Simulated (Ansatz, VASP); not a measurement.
## Two plane-wave programs on SnSe2

File INCAR:

```
SYSTEM = SnSe2
ALGO = Normal
EDIFF = 1E-6
ENCUT = 520
GGA = PE
ISIF = 2
ISMEAR = 0
IVDW = 12
LASPH = .TRUE.
LCHARG = .TRUE.
LELF = .TRUE.
LREAL = .FALSE.
LVHAR = .TRUE.
LWAVE = .FALSE.
NBANDS = 35
NELM = 100
PREC = Accurate
SIGMA = 0.05
```

KPOINTS

```
k-points
0
G
  8 8 3
  0 0 0
```

File POSCAR:

```
SnSe2
1.0
   -3.8109987816      0.0000000000      0.0000000000
   -1.9054993908     -3.3004217586      0.0000000000
    0.0000000000      0.0000000000     13.2740000000
Sn Se
2 4
Direct
    0.0000000000      0.0000000000      0.6934985686
    0.0000000000      0.0000000000      0.2311661895
    0.3333333333      0.3333333333      0.8090816634
    0.3333333333      0.3333333333      0.3467492843
    0.6666666667      0.6666666667      0.1155830948
    0.6666666667      0.6666666667      0.5779154739
```

Input for Ansatz:

```yaml
crystal:
  lattice:
    - [-3.8109987816, 0.0, 0.0]
    - [-1.9054993908, -3.3004217586, 0.0]
    - [0.0, 0.0, 13.274]
  atoms:
    - { symbol: Sn, position: [0.0, 0.0, 0.6934985686] }
    - { symbol: Sn, position: [0.0, 0.0, 0.2311661895] }
    - { symbol: Se, position: [0.3333333333, 0.3333333333, 0.8090816634] }
    - { symbol: Se, position: [0.3333333333, 0.3333333333, 0.3467492843] }
    - { symbol: Se, position: [0.6666666667, 0.6666666667, 0.1155830948] }
    - { symbol: Se, position: [0.6666666667, 0.6666666667, 0.5779154739] }
basis:
  ecutwfc: 420
kpoints:
  mp_grid: { grid: [8, 8, 3] }
hamiltonian:
  xc: pbe
  dispersion: d3bj
scf:
  occupations: { method: gaussian, width: 0.05 }
output:
  forces: true
  stress: true
  eigenvalues: true
  write_density: true
  write_potential: true
  elf: true
  volumetric_format: npy
```

Alike in both runs: task single point; functional PBE; dispersion D3(BJ); k mesh 8 × 8 × 3; occupations gaussian, width 0.05 eV; no spin polarisation.

|  | VASP | Ansatz |
| --- | --- | --- |
| version | VASP 6.6.1 | Ansatz 0.2.0 |
| potentials or method | VASP PAW PBE potentials, release 64 (Sn_d, Se), cutoff 520 eV | scalar-relativistic, plane waves, PAW |
| valence electrons in the cell | 52 | 92 |

```csv
,VASP,Ansatz,Ansatz less VASP
gap on the k mesh at the Fermi level (eV),0.86,0.87,+0.003
least direct gap on the mesh (eV),1.13,1.14,+0.002
pressure (GPa),2.6,2.6,-0.08
"traceless stress, the component that is largest in VASP (GPa)",0.73,0.73,-0.003
rms of the force components (eV/Å),0.367,0.359,-0.0078
```

Atom by atom the forces differ by 0.008 eV/Å (rms over components). VASP's potentials hold 52 valence electrons a cell and Ansatz's 92, so a difference there can come from the potentials and not from the codes.
